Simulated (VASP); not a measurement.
# ZrB2 (P6/mmm) in VASP: notebook

The runs below take ZrB2 through relaxation of shape and atoms at fixed volume, single point, with PBE.

Program: VASP 6.6.1. These are calculated values, not measurements. Logs are shortened: lines on timing, memory, paths and dates and some standing lists are left out, and cuts for length are marked.

### Step 1. The cell of the first run

The structure is hexagonal, space group P6/mmm (No. 191). Conventional cell: a = 3.269 Å, b = 3.269 Å, c = 3.667 Å, α = 90.00°, β = 90.00°, γ = 120.00°. Within 3.5 Å of Zr (site symmetry 6/mmm) lie 12 B at 2.63 Å and 6 Zr at 3.27 Å. B (site symmetry -6m2) has 3 B at 1.89 Å within 2.5 Å.

### Step 2. Relaxation of shape and atoms at fixed volume, PBE (volume scaled by 1.10)

File INCAR:

```
SYSTEM = ZrB2
PREC = Accurate ; ENCUT = 600
EDIFF = 1E-6 ; ISMEAR = 0
SIGMA = 0.1 ; LREAL = .False.
LASPH = .True. ; NELM = 60
ALGO = Normal ; ISIF = 4
LWAVE = .False. ; LCHARG = .False.
GGA = PE ; IBRION = 2
NSW = 50 ; EDIFFG = -0.01
```

File KPOINTS:

```
Automatic mesh
0
Gamma
  18 18 12
  0 0 0
```

File POSCAR:

```
ZrB2
1.0
    3.2689055119      0.0000000000      0.0000000000
   -1.6344527560      2.8309552159      0.0000000000
    0.0000000000      0.0000000000      3.6670559210
Zr B
1 2
Direct
    0.0000000000      0.0000000000      0.0000000000
    0.3333333333      0.6666666667      0.5000000000
    0.6666666667      0.3333333333      0.5000000000
```

Potentials or basis: VASP PAW PBE potentials, release 64 (Zr_sv, B).

The run is started by

```bash
cat potpaw_PBE.64/Zr_sv/POTCAR potpaw_PBE.64/B/POTCAR > POTCAR
mpirun -np 1 vasp_std > vasp.out
```

OUTCAR:

```text
SYSTEM = ZrB2
   PREC = Accurate
   ENCUT = 600
   EDIFF = 1E-6
   ISMEAR = 0
   LREAL = .False.
   LASPH = .True.
   NELM = 60
   ISIF = 4
   GGA = PE
   IBRION = 2
   NSW = 50
   EDIFFG = -0.01

 ion  position               nearest neighbor table
   1  0.000  0.000  0.000-   2 2.63   3 2.63   2 2.63   3 2.63   3 2.63   3 2.63   2 2.63   2 2.63
                             3 2.63   3 2.63   2 2.63   2 2.63
   2  0.333  0.667  0.500-   3 1.89   3 1.89   3 1.89   1 2.63   1 2.63   1 2.63   1 2.63   1 2.63
                             1 2.63
   3  0.667  0.333  0.500-   2 1.89   2 1.89   2 1.89   1 2.63   1 2.63   1 2.63   1 2.63   1 2.63
                             1 2.63

  LATTYP: Found a hexagonal cell.
 ALAT       =     3.2689055119
 C/A-ratio  =     1.1217993018

  Lattice vectors:

 A1 = (   3.2689055119,   0.0000000000,   0.0000000000)
 A2 = (  -1.6344527560,   2.8309552159,   0.0000000000)
 A3 = (   0.0000000000,   0.0000000000,   3.6670559210)

Analysis of symmetry for initial positions (statically):
=====================================================================
 Subroutine PRICEL returns:
 Original cell was already a primitive cell.

 Routine SETGRP: Setting up the symmetry group for a
 hexagonal supercell.

 Subroutine GETGRP returns: Found 24 space group operations
 (whereof 24 operations were pure point group operations)
 out of a pool of 24 trial point group operations.

The static configuration has the point symmetry D_6h.

Analysis of symmetry for dynamics (positions and initial velocities):
=====================================================================
 Subroutine PRICEL returns:
 Original cell was already a primitive cell.

 Routine SETGRP: Setting up the symmetry group for a
 hexagonal supercell.

 Subroutine GETGRP returns: Found 24 space group operations
 (whereof 24 operations were pure point group operations)
 out of a pool of 24 trial point group operations.

The dynamic configuration has the point symmetry D_6h.

 Subroutine INISYM returns: Found 24 space group operations
 (whereof 24 operations are pure point group operations),
 and found     1 'primitive' translations

----------------------------------------------------------------------------------------

                                     Primitive cell

  volume of cell :      33.9354

  direct lattice vectors                    reciprocal lattice vectors
     3.268905512  0.000000000  0.000000000     0.305912788  0.176618831  0.000000000
    -1.634452756  2.830955216  0.000000000     0.000000000  0.353237661  0.000000000
     0.000000000  0.000000000  3.667055921     0.000000000  0.000000000  0.272698323

  length of vectors
     3.268905512  3.268905512  3.667055921     0.353237661  0.353237661  0.272698323

  position of ions in fractional coordinates (direct lattice)
     0.000000000  0.000000000  0.000000000
     0.333333333  0.666666667  0.500000000
     0.666666667  0.333333333  0.500000000

  ion indices of the primitive-cell ions
   primitive index   ion index
                 1           1
                 2           2
                 3           3

----------------------------------------------------------------------------------------

 KPOINTS: Automatic mesh

Automatic generation of k-mesh.
 Grid dimensions read from file:
 generate k-points for:   18   18   12

 Generating k-lattice:

  Cartesian coordinates                     Fractional coordinates (reciprocal lattice)
     0.016995155  0.009812157  0.000000000     0.055555556  0.000000000  0.000000000
     0.000000000  0.019624315  0.000000000     0.000000000  0.055555556  0.000000000
     0.000000000  0.000000000  0.022724860     0.000000000  0.000000000  0.083333333

  Length of vectors
     0.019624315  0.019624315  0.022724860

  Shift w.r.t. Gamma in fractional coordinates (k-lattice)
     0.000000000  0.000000000  0.000000000

 Subroutine IBZKPT returns following result:
 ===========================================

 Found    259 irreducible k-points:

 Following reciprocal coordinates:
            Coordinates               Weight
  0.000000  0.000000  0.000000      1.000000
  0.055556  0.000000  0.000000      6.000000
  0.111111  0.000000  0.000000      6.000000
  0.166667  0.000000  0.000000      6.000000
  0.222222  0.000000  0.000000      6.000000
  0.277778  0.000000  0.000000      6.000000
[... 16 lines left out ...]
  0.333333  0.111111  0.000000     12.000000
  0.388889  0.111111  0.000000     12.000000
 [... further k-points ...]
   k-points           NKPTS =    259   k-points in BZ     NKDIM =    259   number of bands    NBANDS=     13
   number of dos      NEDOS =    301   number of ions     NIONS =      3
   total plane-waves  NPLWV =  23520
   dimension x,y,z NGX =    28 NGY =   28 NGZ =   30
   dimension x,y,z NGXF=    56 NGYF=   56 NGZF=   60
   ions per type =               1   2
   NGX,Y,Z   is equivalent  to a cutoff of  14.24, 14.24, 13.60 a.u.
   NGXF,Y,Z  is equivalent  to a cutoff of  28.48, 28.48, 27.20 a.u.
 SYSTEM =  ZrB2
   PREC   = accura    normal or accurate (medium, high low for compatibility)
   ISTART =      0    job   : 0-new  1-cont  2-samecut
   ICHARG =      2    charge: 1-file 2-atom 10-const
   ISPIN  =      1    spin polarized calculation?
   LNONCOLLINEAR =      F non collinear calculations
   LSORBIT =      F    spin-orbit coupling
   LASPH  =      T    aspherical Exc in radial PAW
   ENCUT  =  600.0 eV  44.10 Ry    6.64 a.u.   6.53  6.53  7.32*2*pi/ulx,y,z
   NELM   =     60;   NELMIN=  2; NELMDL= -5     # of ELM steps
   EDIFF  = 0.1E-05   stopping-criterion for ELM
   LREAL  =      F    real-space projection
   EDIFFG = -.1E-01   stopping-criterion for IOM
   NSW    =     50    number of steps for IOM
   IBRION =      2    ionic relax: 0-MD 1-quasi-New 2-CG
   NFREE  =      1    steps in history (QN), initial steepest desc. (CG)
   ISIF   =      4    stress and relaxation
   ISYM   =      2    0-nonsym 1-usesym 2-fastsym
   POTIM  = 0.5000    time-step for ionic-motion
   TEBEG  =    0.0;   TEEND  =   0.0 temperature during run
   PSTRESS=    0.0 pullay stress
   NELECT =      18.0000    total number of electrons
   NUPDOWN=      -1.0000    fix difference up-down
   EMIN   =  10.00;   EMAX   =-10.00  energy-range for DOS
[... 5 lines left out ...]
     AMIX     =   0.40;   BMIX     =  1.00
     AMIX_MAG =   1.60;   BMIX_MAG =  1.00
  volume/ion in A,a.u.               =      11.31        76.34
  Fermi-wavevector in a.u.,A,eV,Ry     =   1.325200  2.504265 23.893933  1.756155
  Thomas-Fermi vector in A             =   2.454678
   LORBIT       =      0    0 simple, 1 ext, 2 COOP (PROOUT), +10 PAW based schemes
   GGA     = PE    functional components
   LHFCALC =     F    Hartree Fock is set to
   AEXX    =    0.0000 exact exchange contribution
   IVDW    =     0    specifies the selected vdW correction
   LEPSILON=     F    determine dielectric tensor
   LRPA    =     F    only Hartree local field effects (RPA)
 conjugate gradient relaxation of ions
 non-spin polarized calculation
 Gauss-broadening in eV      SIGMA  =   0.10
  energy-cutoff  :      600.00
  volume of cell :       33.94
 maximum number of plane-waves:      1161
 NGX is ok and might be reduce to    28
   NGX = 13   NGY = 13   NGZ = 15

--------------------------------------- Ionic step        1  -------------------------------------------

 number of electron      18.0000000 magnetization

 Free energy of the ion-electron system (eV)
  ---------------------------------------------------
  ext. energy  EPLUGINS =         0.00000000
  ---------------------------------------------------
  free energy    TOTEN  =       -24.78888545 eV

  energy without entropy =      -24.78760145  energy(sigma->0) =      -24.78824345

------------------------ aborting loop because EDIFF is reached ----------------------------------------

  FORCE on cell =-STRESS in cart. coord.  units (eV):
  Direction    XX          YY          ZZ          XY          YZ          ZX
  --------------------------------------------------------------------------------------
  -------------------------------------------------------------------------------------
  Total       -4.0351709     -4.0351709     -3.8361478      0.0000000     -0.0000000      0.0000000
  in kB     -190.5108046   -190.5108046   -181.1144119      0.0000000     -0.0000000      0.0000000
  external PRESSURE =    -187.3786737 kB  Pullay stress =       0.0000000 kB

 VOLUME and BASIS-vectors are now :
 -----------------------------------------------------------------------------
  energy-cutoff  :      600.00
  volume of cell :       33.94
      direct lattice vectors                 reciprocal lattice vectors
     3.268905512  0.000000000  0.000000000     0.305912788  0.176618831  0.000000000
    -1.634452756  2.830955216  0.000000000     0.000000000  0.353237661  0.000000000
     0.000000000  0.000000000  3.667055921     0.000000000  0.000000000  0.272698323

 POSITION                                       TOTAL-FORCE (eV/Angst)
 -----------------------------------------------------------------------------------
      0.00000      0.00000      0.00000        -0.000000      0.000000      0.000000
     -0.00000      1.88730      1.83353         0.000000     -0.000000      0.000000
      1.63445      0.94365      1.83353        -0.000000      0.000000     -0.000000
 -----------------------------------------------------------------------------------
    total drift:                               -0.000000      0.000000      0.000000

  FREE ENERGIE OF THE ION-ELECTRON SYSTEM (eV)
  ---------------------------------------------------
  free  energy   TOTEN  =       -24.7888854523 eV

  energy  without entropy=      -24.7876014521  energy(sigma->0) =      -24.78824345

--------------------------------------- Ionic step        2  -------------------------------------------

 number of electron      18.0000000 magnetization

 Free energy of the ion-electron system (eV)
  ---------------------------------------------------
  ext. energy  EPLUGINS =         0.00000000
  ---------------------------------------------------
  free energy    TOTEN  =       -24.78910670 eV

  energy without entropy =      -24.78781346  energy(sigma->0) =      -24.78846008

 E-fermi :   9.5114     XC(G=0): -11.9855

 val. band max:        9.4669260835   @ k =   0.1111   0.0000   0.4167
 cond. band min:       9.5254924675   @ k =   0.2222   0.2222   0.0833
 fundamental gap:      0.0585663840
 Fermi energy:         9.5113717769

 k-point     1 :       0.0000    0.0000    0.0000
  band No.  band energies     occupation
      1     -39.5123      2.00000
      2     -17.6477      2.00000
      3     -17.2062      2.00000
      4     -17.2062      2.00000
      5      -2.8006      2.00000
      6       7.0230      2.00000
      7       7.0586      2.00000
      8       7.0820      2.00000
      9       7.0820      2.00000
     10      12.4363      0.00000
     11      12.4363      0.00000
     12      13.0890      0.00000
     13      13.0890      0.00000

 k-point     2 :       0.0556    0.0000    0.0000
  band No.  band energies     occupation
      1     -39.5100      2.00000
      2     -17.6440      2.00000
      3     -17.2280      2.00000
      4     -17.2110      2.00000
      5      -2.7441      2.00000
      6       6.8910      2.00000
      7       6.9690      2.00000
      8       7.0784      2.00000
      9       7.1156      2.00000
     10      12.4025      0.00000
     11      12.5252      0.00000
     12      12.7501      0.00000
     13      12.8696      0.00000
[... 321 lines left out ...]
 k-point    23 :       0.3333    0.1111    0.0000
  band No.  band energies     occupation
      1     -39.4404      2.00000
      2     -17.7975      2.00000
      3     -17.5362      2.00000
      4     -17.3924      2.00000
      5      -0.2234      2.00000
      6       2.6032      2.00000
      7       5.5463      2.00000
      8       6.0472      2.00000
      9       8.2633      2.00000
     10      10.0285      0.00000
     11      11.7553      0.00000
     12      13.6256      0.00000
     13      14.0245      0.00000

 k-point    24 :       0.3889    0.1111    0.0000
  band No.  band energies     occupation
      1     -39.4340      2.00000
      2     -17.8462      2.00000
      3     -17.5262      2.00000
      4     -17.4098      2.00000
      5       0.4238      2.00000
      6       1.8495      2.00000
      7       5.4090      2.00000
      8       6.0089      2.00000
      9       8.1856      2.00000
     10       9.7919      0.00007
     11      12.4235      0.00000
     12      13.5364      0.00000
     13      13.9009      0.00000

 [... further k-points ...]
[... 5 lines left out ...]
  --------------------------------------------------------------------------------------
  -------------------------------------------------------------------------------------
  Total       -3.9615116     -3.9615116     -3.9516432      0.0000000      0.0000000     -0.0000000
  in kB     -187.0331639   -187.0331639   -186.5672487      0.0000000      0.0000000     -0.0000000
  external PRESSURE =    -186.8778588 kB  Pullay stress =       0.0000000 kB

 VOLUME and BASIS-vectors are now :
 -----------------------------------------------------------------------------
  energy-cutoff  :      600.00
  volume of cell :       33.94
      direct lattice vectors                 reciprocal lattice vectors
     3.265421884  0.000000000  0.000000000     0.306239143  0.176807252  0.000000000
    -1.632710942  2.827938305 -0.000000000    -0.000000000  0.353614504  0.000000000
    -0.000000000 -0.000000000  3.674884296    -0.000000000  0.000000000  0.272117411

 POSITION                                       TOTAL-FORCE (eV/Angst)
 -----------------------------------------------------------------------------------
      3.26542      0.00000      0.00000        -0.000000     -0.000000      0.000000
     -0.00000      1.88529      1.83744         0.000000      0.000000     -0.000000
      1.63271      0.94265      1.83744        -0.000000     -0.000000      0.000000
 -----------------------------------------------------------------------------------
    total drift:                               -0.000000      0.000000     -0.000000

  FREE ENERGIE OF THE ION-ELECTRON SYSTEM (eV)
  ---------------------------------------------------
  free  energy   TOTEN  =       -24.7891067007 eV

  energy  without entropy=      -24.7878134567  energy(sigma->0) =      -24.78846008

 reached required accuracy - stopping structural energy minimisation
```

Wall time 2 min (1 thread of Intel Xeon 6975P-C, shared host); peak memory 0.28 GiB.

What came out:

| Property | Result |
| --- | --- |
| Free energy | -24.7891 eV |
| Energy gained by relaxing | 0.1 meV/atom |
| Ionic steps | 2 |
| Pressure after relaxing | -18.7 GPa |
| Band gap on the k mesh | zero (band 9 reaches 10.15 eV, above the bottom of band 10 at 8.97 eV) |

The path:
```csv
step,energy change (eV),largest force (eV/Å),pressure (GPa),volume (Å³)
1,0.0000,0.0000,-18.74,33.94
2,-0.0002,0.0000,-18.69,33.94
```

Final structure:
```
Zr B
1.0
     3.26542    0.00000    0.00000
    -1.63271    2.82794    0.00000
     0.00000    0.00000    3.67488
Zr B
1 2
Cartesian
  3.2654 0.0000 0.0000
  0.0000 1.8853 1.8374
  1.6327 0.9426 1.8374
```

Levels at points of the mesh, in eV from the Fermi level:
| k point | band 5 | band 6 | band 7 | band 8 | band 9 | band 10 | band 11 | band 12 | band 13 |
| --- | --- | --- | --- | --- | --- | --- | --- | --- | --- |
| (0.00, 0.00, 0.00) | -12.31 | -2.49 | -2.45 | -2.43 | -2.43 | 2.92 | 2.92 | 3.58 | 3.58 |
| (0.50, 0.00, 0.00) | -8.57 | -8.47 | -3.67 | -2.97 | -2.46 | 1.97 | 1.98 | 4.27 | 4.32 |
| (0.00, 0.00, 0.50) | -10.66 | -6.73 | -0.94 | -0.94 | 0.32 | 0.32 | 0.65 | 0.65 | 1.41 |
| (0.50, 0.00, 0.50) | -9.51 | -6.93 | -4.28 | -3.86 | -2.21 | 3.10 | 3.58 | 4.61 | 5.22 |

Caveat: the cell differs from its parent crystal (volume scaled by 1.10).

[end of part 1 of 2]
